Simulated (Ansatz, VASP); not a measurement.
## One calculation of Sr, two programs

```
Sr
1.0
     0.00000    2.42782    2.42782
     2.42782    0.00000    2.42782
     2.42782    2.42782    0.00000
Sr
1
Direct
  0.00000 0.00000 0.00000
```

Change from the starting cell: volume scaled by 0.52, PAW files.

Alike in both runs: task single point; functional PBE; k mesh 12 × 12 × 12; occupations fermi-dirac, width 0.08 eV; no spin polarisation.

|  | VASP | Ansatz |
| --- | --- | --- |
| version | VASP 6.6.1 | Ansatz 0.2.0 |
| potentials or method | VASP PAW PBE potentials, release 64 (Sr_sv) | PAW with Ansatz's default frozen-core files, scalar-relativistic |
| plane-wave cutoff (eV) | 520 | 420 |
| valence electrons in the cell | 10 | 10 |

VASP gave:

- pressure (GPa): 20.0

Question: What did Ansatz give for the same quantities?

Answer: Pressure (GPa): 19.8.

The functional is the same, so the differences come from potentials, cutoffs and numerics.
